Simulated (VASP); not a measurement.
# Fe2O3 (R-3c) in VASP: relaxation of shape and atoms at fixed volume with PBE+U

Aim: the relaxation of shape and atoms at fixed volume of Fe2O3 with PBE+U.

Everything below comes from runs of VASP 6.6.1. Logs are shortened: lines on timing, memory, paths and dates and some standing lists are left out, and cuts for length are marked.

### Step 1. The cell of the first run

Symmetry: R-3c, No. 167, trigonal system. Conventional cell: a = 5.175 Å, b = 5.175 Å, c = 13.961 Å, α = 90.00°, β = 90.00°, γ = 120.00°. Within 2.7 Å of Fe (site symmetry 3) lie 6 O at 2.00 to 2.15 Å. Within 3.0 Å of O (site symmetry 2) lie 4 Fe at 2.00 to 2.15 Å and 8 O at 2.72 to 2.95 Å.

### Step 2. Relaxation of shape and atoms at fixed volume, PBE+U, collinear spin, ferromagnetic start (10.79 Å³/atom)

INCAR reads:

```
SYSTEM = Fe2O3
ALGO     = Normal         ! electronic algorithm
EDIFF    = 1E-7           ! SCF threshold, eV
EDIFFG   = -0.01          ! ionic threshold
ENCUT    = 600            ! plane-wave cutoff, eV
GGA      = PE             ! functional
GGA_COMPAT= .FALSE.      
IBRION   = 2              ! ionic algorithm
ISIF     = 4              ! what is computed and relaxed
ISMEAR   = 0              ! smearing method
ISPIN    = 2              ! spin polarisation
LASPH    = .TRUE.         ! aspherical terms in the spheres
LCHARG   = .FALSE.        ! write CHGCAR
LDAU     = .TRUE.         ! DFT+U
LDAUJ    = 0 0          
LDAUL    = 2 -1           ! shell
LDAUPRINT= 1            
LDAUTYPE = 2            
LDAUU    = 4 0            ! U, eV
LMAXMIX  = 4              ! l up to which the mixer works
LORBIT   = 11             ! projections on sites
LREAL    = .FALSE.        ! projectors in reciprocal space
LWAVE    = .FALSE.        ! write WAVECAR
MAGMOM   = 4.35 4.35 4.35 4.35 0.44 0.44 0.44 0.44 0.44 0.44 ! initial moments
NELM     = 200            ! most SCF steps
NELMIN   = 4            
NSW      = 60             ! ionic steps
PREC     = Accurate       ! precision mode
SIGMA    = 0.05           ! smearing width, eV
```

KPOINTS reads:

```
k-points
0
G
  4 4 4
  0 0 0
```

POSCAR reads:

```
Fe2O3
1.0
    2.5876728515      1.4939936174      4.6538256033
   -2.5876728515      1.4939936174      4.6538256033
    0.0000000000     -2.9879872348      4.6538256033
Fe O
4 6
Direct
    0.3549503720      0.3549503720      0.3549503720
    0.1450496280      0.1450496280      0.1450496280
    0.6450496280      0.6450496280      0.6450496280
    0.8549503720      0.8549503720      0.8549503720
    0.5536548590      0.9463451410      0.2500000000
    0.2500000000      0.5536548590      0.9463451410
    0.9463451410      0.2500000000      0.5536548590
    0.4463451410      0.0536548590      0.7500000000
    0.7500000000      0.4463451410      0.0536548590
    0.0536548590      0.7500000000      0.4463451410
```

Potentials or basis: VASP PAW PBE potentials, release 64 (Fe, O).

Command:

```
$ cat potpaw_PBE.64/Fe/POTCAR potpaw_PBE.64/O/POTCAR > POTCAR
$ mpirun -np 1 vasp_std > vasp.out
```

OUTCAR:

```text
SYSTEM = Fe2O3
   EDIFF = 1E-7
   EDIFFG = -0.01
   ENCUT = 600
   GGA = PE
   IBRION = 2
   ISIF = 4
   ISMEAR = 0
   ISPIN = 2
   LASPH = .TRUE.
   LORBIT = 11
   LREAL = .FALSE.
   NELM = 200
   NELMIN = 4
   NSW = 60
   PREC = Accurate

 ion  position               nearest neighbor table
   1  0.355  0.355  0.355-  10 2.00   8 2.00   9 2.00   5 2.15   7 2.15   6 2.15   2 2.93   3 3.05
                             3 3.05   3 3.05
   2  0.145  0.145  0.145-   9 2.00   8 2.00  10 2.00   5 2.15   7 2.15   6 2.15   1 2.93   4 3.05
                             4 3.05   4 3.05
   3  0.645  0.645  0.645-   7 2.00   5 2.00   6 2.00   8 2.15   9 2.15  10 2.15   4 2.93   1 3.05
                             1 3.05   1 3.05
   4  0.855  0.855  0.855-   6 2.00   5 2.00   7 2.00   8 2.15   9 2.15  10 2.15   3 2.93   2 3.05
                             2 3.05   2 3.05
   5  0.554  0.946  0.250-   3 2.00   4 2.00   1 2.15   2 2.15
   6  0.250  0.554  0.946-   4 2.00   3 2.00   1 2.15   2 2.15
   7  0.946  0.250  0.554-   3 2.00   4 2.00   1 2.15   2 2.15
   8  0.446  0.054  0.750-   1 2.00   2 2.00   3 2.15   4 2.15
   9  0.750  0.446  0.054-   2 2.00   1 2.00   3 2.15   4 2.15
  10  0.054  0.750  0.446-   1 2.00   2 2.00   3 2.15   4 2.15

  LATTYP: Found a trigonal (rhomboedric) cell.
 ALAT       =     5.5304756089
 COS(alpha) =     0.5621515950

  Lattice vectors:

 A1 = (   2.5876728515,   1.4939936174,   4.6538256033)
 A2 = (  -2.5876728515,   1.4939936174,   4.6538256033)
 A3 = (   0.0000000000,  -2.9879872348,   4.6538256033)

Analysis of symmetry for initial positions (statically):
=====================================================================
 Subroutine PRICEL returns:
 Original cell was already a primitive cell.

 Routine SETGRP: Setting up the symmetry group for a
 trigonal (rhombohedral) supercell.

 Subroutine GETGRP returns: Found 12 space group operations
 (whereof  6 operations were pure point group operations)
 out of a pool of 12 trial point group operations.

The static configuration has the point symmetry S_6 .
 The point group associated with its full space group is D_3d.

Analysis of symmetry for dynamics (positions and initial velocities):
=====================================================================
 Subroutine PRICEL returns:
 Original cell was already a primitive cell.

 Routine SETGRP: Setting up the symmetry group for a
 trigonal (rhombohedral) supercell.

 Subroutine GETGRP returns: Found 12 space group operations
 (whereof  6 operations were pure point group operations)
 out of a pool of 12 trial point group operations.

The dynamic configuration has the point symmetry S_6 .
 The point group associated with its full space group is D_3d.

Analysis of structural, dynamic, and magnetic symmetry:
=====================================================================
 Subroutine PRICEL returns:
 Original cell was already a primitive cell.

 Routine SETGRP: Setting up the symmetry group for a
 trigonal (rhombohedral) supercell.

 Subroutine GETGRP returns: Found 12 space group operations
 (whereof  6 operations were pure point group operations)
 out of a pool of 12 trial point group operations.

The overall configuration has the point symmetry S_6 .
 The point group associated with its full space group is D_3d.

 Subroutine INISYM returns: Found 12 space group operations
 (whereof  6 operations are pure point group operations),
 and found     1 'primitive' translations

----------------------------------------------------------------------------------------

                                     Primitive cell

  volume of cell :     107.9492

  direct lattice vectors                    reciprocal lattice vectors
     2.587672851  1.493993617  4.653825603     0.193223807  0.111557817  0.071625661
    -2.587672851  1.493993617  4.653825603    -0.193223807  0.111557817  0.071625661
     0.000000000 -2.987987235  4.653825603     0.000000000 -0.223115634  0.071625661

  length of vectors
     5.530475609  5.530475609  5.530475609     0.234330582  0.234330582  0.234330582

  position of ions in fractional coordinates (direct lattice)
     0.354950372  0.354950372  0.354950372
     0.145049628  0.145049628  0.145049628
     0.645049628  0.645049628  0.645049628
     0.854950372  0.854950372  0.854950372
     0.553654859  0.946345141  0.250000000
     0.250000000  0.553654859  0.946345141
     0.946345141  0.250000000  0.553654859
     0.446345141  0.053654859  0.750000000
[... 57 lines left out ...]
   k-points           NKPTS =     13   k-points in BZ     NKDIM =     13   number of bands    NBANDS=     50
   number of dos      NEDOS =    301   number of ions     NIONS =     10
   total plane-waves  NPLWV = 110592
   dimension x,y,z NGX =    48 NGY =   48 NGZ =   48
   dimension x,y,z NGXF=    96 NGYF=   96 NGZF=   96
   ions per type =               4   6
   NGX,Y,Z   is equivalent  to a cutoff of  14.43, 14.43, 14.43 a.u.
   NGXF,Y,Z  is equivalent  to a cutoff of  28.86, 28.86, 28.86 a.u.
 SYSTEM =  Fe2O3
   PREC   = accura    normal or accurate (medium, high low for compatibility)
   ISTART =      0    job   : 0-new  1-cont  2-samecut
   ICHARG =      2    charge: 1-file 2-atom 10-const
   ISPIN  =      2    spin polarized calculation?
   LNONCOLLINEAR =      F non collinear calculations
   LSORBIT =      F    spin-orbit coupling
   LASPH  =      T    aspherical Exc in radial PAW
   ENCUT  =  600.0 eV  44.10 Ry    6.64 a.u.  11.05 11.05 11.05*2*pi/ulx,y,z
   NELM   =    200;   NELMIN=  4; NELMDL= -5     # of ELM steps
   EDIFF  = 0.1E-06   stopping-criterion for ELM
   LREAL  =      F    real-space projection
   EDIFFG = -.1E-01   stopping-criterion for IOM
   NSW    =     60    number of steps for IOM
   IBRION =      2    ionic relax: 0-MD 1-quasi-New 2-CG
   NFREE  =      1    steps in history (QN), initial steepest desc. (CG)
   ISIF   =      4    stress and relaxation
   ISYM   =      2    0-nonsym 1-usesym 2-fastsym
   POTIM  = 0.5000    time-step for ionic-motion
   TEBEG  =    0.0;   TEEND  =   0.0 temperature during run
   PSTRESS=    0.0 pullay stress
   NELECT =      68.0000    total number of electrons
   NUPDOWN=      -1.0000    fix difference up-down
   EMIN   =  10.00;   EMAX   =-10.00  energy-range for DOS
   EFERMI =   0.00;   METHOD = LEGACY
   ISMEAR =     0;   SIGMA  =   0.05  broadening in eV -4-tet -1-fermi 0-gaus
   EFERMI_NEDOS =   21; number of points for ismear=-14 and -15
   IALGO  =     38    algorithm
   IMIX   =      4    mixing-type and parameters
     AMIX     =   0.40;   BMIX     =  1.00
     AMIX_MAG =   1.60;   BMIX_MAG =  1.00
  volume/ion in A,a.u.               =      10.79        72.85
  Fermi-wavevector in a.u.,A,eV,Ry     =   1.403367  2.651979 26.795850  1.969439
  Thomas-Fermi vector in A             =   2.526036
   LORBIT       =     11    0 simple, 1 ext, 2 COOP (PROOUT), +10 PAW based schemes
 LDA+U is selected, type is set to LDAUTYPE =  2
   angular momentum for each species LDAUL =     2   -1
   U (eV)           for each species LDAUU =   4.0  0.0
   J (eV)           for each species LDAUJ =   0.0  0.0
   GGA     = PE    functional components
   LHFCALC =     F    Hartree Fock is set to
   AEXX    =    0.0000 exact exchange contribution
   IVDW    =     0    specifies the selected vdW correction
   LEPSILON=     F    determine dielectric tensor
   LRPA    =     F    only Hartree local field effects (RPA)
 conjugate gradient relaxation of ions
 spin polarized calculation
 Gauss-broadening in eV      SIGMA  =   0.05
  energy-cutoff  :      600.00
  volume of cell :      107.95
 maximum number of plane-waves:      3620
 NGX is ok and might be reduce to    48
   NGX = 23   NGY = 23   NGZ = 23

--------------------------------------- Ionic step        1  -------------------------------------------

 number of electron      67.9999998 magnetization      20.0000001

 Free energy of the ion-electron system (eV)
  ---------------------------------------------------
  ext. energy  EPLUGINS =         0.00000000
  ---------------------------------------------------
  free energy    TOTEN  =       -67.52481363 eV

  energy without entropy =      -67.52481363  energy(sigma->0) =      -67.52481363

------------------------ aborting loop because EDIFF is reached ----------------------------------------

  FORCE on cell =-STRESS in cart. coord.  units (eV):
  Direction    XX          YY          ZZ          XY          YZ          ZX
  --------------------------------------------------------------------------------------
  -------------------------------------------------------------------------------------
  Total       -3.4184023     -3.4184023     -2.9808872      0.0000000     -0.0000000      0.0000000
  in kB      -50.7357738    -50.7357738    -44.2421941      0.0000000     -0.0000000      0.0000000
  external PRESSURE =     -48.5712472 kB  Pullay stress =       0.0000000 kB
[... 295 lines left out ...]
--------------------------------------- Ionic step        5  -------------------------------------------

 number of electron      67.9999992 magnetization      19.9999992

 Free energy of the ion-electron system (eV)
  ---------------------------------------------------
  ext. energy  EPLUGINS =         0.00000000
  ---------------------------------------------------
  free energy    TOTEN  =       -67.53170032 eV

  energy without entropy =      -67.53170032  energy(sigma->0) =      -67.53170032

 E-fermi :   3.3003     XC(G=0): -11.2199

 val. band max:        3.0919125486   @ k =   0.0000   0.0000   0.0000
 cond. band min:       4.2778987127   @ k =  -0.2500   0.2500   0.0000
 fundamental gap:      1.1859861641
 Fermi energy:         3.3002729577

 spin component 1

 k-point     1 :       0.0000    0.0000    0.0000
  band No.  band energies     occupation
      1     -15.5439      1.00000
      2     -14.2332      1.00000
      3     -14.2332      1.00000
      4     -14.1701      1.00000
      5     -14.1364      1.00000
      6     -14.1364      1.00000
[... 626 lines left out ...]
     45       9.6552      0.00000
     46       9.6552      0.00000
 Fermi energy:         3.3002729577

 spin component 2

 k-point     1 :       0.0000    0.0000    0.0000
  band No.  band energies     occupation
      1     -14.8668      1.00000
      2     -13.4403      1.00000
      3     -13.3402      1.00000
      4     -13.3402      1.00000
      5     -13.3005      1.00000
      6     -13.3005      1.00000
[... 626 lines left out ...]
     45      10.6395      0.00000
     46      10.6395      0.00000
 [bands above 46 left out]

------------------------ aborting loop because EDIFF is reached ----------------------------------------

  FORCE on cell =-STRESS in cart. coord.  units (eV):
  Direction    XX          YY          ZZ          XY          YZ          ZX
  --------------------------------------------------------------------------------------
  -------------------------------------------------------------------------------------
  Total       -3.2080418     -3.2080418     -3.1923234      0.0000000     -0.0000000      0.0000000
  in kB      -47.6136130    -47.6136130    -47.3803215      0.0000000     -0.0000000      0.0000000
  external PRESSURE =     -47.5358492 kB  Pullay stress =       0.0000000 kB
[... 25 lines left out ...]
  FREE ENERGIE OF THE ION-ELECTRON SYSTEM (eV)
  ---------------------------------------------------
  free  energy   TOTEN  =       -67.5317003163 eV

  energy  without entropy=      -67.5317003163  energy(sigma->0) =      -67.53170032

 reached required accuracy - stopping structural energy minimisation

 total charge

# of ion       s       p       d       tot
------------------------------------------
    1        0.359   0.491   5.747   6.598
    2        0.359   0.491   5.747   6.598
    3        0.359   0.491   5.747   6.598
    4        0.359   0.491   5.747   6.598
    5        1.555   3.457   0.000   5.011
    6        1.555   3.457   0.000   5.011
    7        1.555   3.457   0.000   5.011
    8        1.555   3.457   0.000   5.011
    9        1.555   3.457   0.000   5.011
   10        1.555   3.457   0.000   5.011
--------------------------------------------------
tot         10.765  22.705  22.990  56.459

 magnetization (x)

# of ion       s       p       d       tot
------------------------------------------
    1        0.026   0.039   4.258   4.323
    2        0.026   0.039   4.258   4.323
    3        0.026   0.039   4.258   4.323
    4        0.026   0.039   4.258   4.323
    5        0.021   0.352   0.000   0.372
    6        0.021   0.352   0.000   0.372
    7        0.021   0.352   0.000   0.372
    8        0.021   0.352   0.000   0.372
    9        0.021   0.352   0.000   0.372
   10        0.021   0.352   0.000   0.372
--------------------------------------------------
tot          0.230   2.264  17.032  19.527
```

Run time: 6.7 min. Hardware: 1 thread of Intel Xeon 6975P-C (Granite Rapids), shared host; peak memory 0.46 GiB.

What came out:

- Free energy: -67.5317 eV
- Energy gained by relaxing: 0.7 meV/atom
- Ionic steps: 5
- Pressure after relaxing: -4.8 GPa
- Band gap on the k mesh: 1.19 eV (least direct gap 1.37 eV)
- Net moment: 20.00 μB per cell
- Site moments: Fe +4.32; O +0.37 μB
- Valence electrons inside the program's atomic spheres: Fe 6.60; O 5.01

Forces on the atoms (eV/Å):
```
Fe   0.000  0.000 -0.001
Fe   0.000  0.000  0.001
Fe   0.000  0.000  0.001
Fe   0.000  0.000 -0.001
O    0.002  0.000  0.000
O   -0.001  0.002  0.000
O   -0.001 -0.002  0.000
O   -0.002  0.000  0.000
O    0.001 -0.002  0.000
O    0.001  0.002  0.000
```

Step by step:
```
step  energy change (eV)  largest force (eV/Å)  pressure (GPa)  volume (Å³)
   1              0.0000                0.1430           -4.86       107.95
   2             -0.0039                0.0902           -4.83       107.95
   3             -0.0068                0.0102           -4.76       107.95
   4             -0.0068                0.0105           -4.76       107.95
   5             -0.0069                0.0022           -4.75       107.95
```

Final structure:
```xyz
10
Lattice="2.5818 1.4906 4.6749 -2.5818 1.4906 4.6749 0.0000 -2.9812 4.6749" Properties=species:S:1:pos:R:3 pbc="T T T"
Fe    0.0000    0.0000    4.9590
Fe    0.0000    0.0000    2.0534
Fe    0.0000    0.0000    9.0658
Fe    0.0000    0.0000   11.9713
O    -1.0096    1.4906    8.1811
O    -0.7861   -1.6196    8.1811
O     1.7957    0.1290    8.1811
O     1.0096   -1.4906    5.8437
O     0.7861    1.6196    5.8437
O    -1.7957   -0.1290    5.8437
```

Eigenvalues of the final occupation matrices:
```
    site  spin  trace               eigenvalues
site 1 d     1   5.02  0.98 0.98 0.98 1.04 1.04
site 1 d     2   0.75  0.06 0.06 0.08 0.27 0.27
site 2 d     1   5.02  0.98 0.98 0.98 1.04 1.04
site 2 d     2   0.75  0.06 0.06 0.08 0.27 0.27
site 3 d     1   5.02  0.98 0.98 0.98 1.04 1.04
site 3 d     2   0.75  0.06 0.06 0.08 0.27 0.27
site 4 d     1   5.02  0.98 0.98 0.98 1.04 1.04
site 4 d     2   0.75  0.06 0.06 0.08 0.27 0.27
```

Caveat: the run started ferromagnetic, and an antiferromagnetic order may lie lower in energy. The state reached can hang on the start; a lower one may exist.
